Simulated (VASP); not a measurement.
Lu, 1 atom in the cell. The structure is cubic, space group Im-3m (No. 229). The conventional cell has a = 3.908 Å, b = 3.908 Å, c = 3.908 Å, α = 90.00°, β = 90.00°, γ = 90.00°. Within 4.4 Å of Lu (site symmetry m-3m) lie 14 Lu at 3.38 to 3.91 Å. 

- Program: VASP 6.6.1
- Task: single point
- Functional: PBE
- Dispersion: D3(BJ)
- Potentials or basis: VASP PAW PBE potentials, release 64 (Lu)
- Cutoff: 600 eV
- k mesh: 7 × 7 × 7
- Occupations: methfessel-paxton, width 0.15 eV
- Spin: no spin polarisation
- Dipole correction: no
- Further INCAR settings: ALGO = Normal; EDIFF = 1e-06; NBANDS = 18

Potentials or basis: VASP PAW PBE potentials, release 64 (Lu).

Launch:

```sh
$ cat potpaw_PBE.64/Lu/POTCAR > POTCAR
$ mpirun -np 1 vasp_std > vasp.out
```

Hardware: 1 thread of Intel(R) Xeon(R) 6975P-C (Granite Rapids), with other jobs on the host.

Estimate the wall time of this run.

Run time: 9.8 s on 1 thread of Intel(R) Xeon(R) 6975P-C (Granite Rapids), with other jobs on the host, peak memory 0.18 GiB. Counts: scf iterations 12, k points 20.
